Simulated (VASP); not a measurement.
Crystal: CdSe.

```xyz
2
Lattice="0.0000 2.8429 2.8429 2.8429 0.0000 2.8429 2.8429 2.8429 0.0000" Properties=species:S:1:pos:R:3 pbc="T T T"
Cd    0.0000    0.0000    0.0000
Se    2.8429    2.8429    2.8429
```

Program: VASP 6.6.1. Alike in all runs: task single point; potentials or basis VASP PAW PBE potentials, release 64 (Cd, Se); no spin polarisation; cell as given; cutoff (eV) 520.

Problem. Order these runs on this cell by their band gap on the k mesh, lowest first.
A. level PBE-based screened hybrid with 50 % exact exchange; k mesh 4 × 4 × 4; smearing fermi-dirac 0.02 eV; grid for exact exchange (PRECFOCK) Normal; share of exact exchange 0.5; screening parameter 0.3 1/Å
B. level HSE06; k mesh 4 × 4 × 4; smearing fermi-dirac 0.02 eV; grid for exact exchange (PRECFOCK) Normal; share of exact exchange 0.25; screening parameter 0.2079 1/Å
C. level PBE; k mesh 6 × 6 × 6; smearing methfessel-paxton 0.2 eV

Solution. C (metal), B (0.40 eV), A (1.04 eV).

Caveats: some runs use coarse meshes; semilocal functionals underestimate gaps, so a narrow gap can read as zero (at least some runs).

A k mesh can miss the band edges.
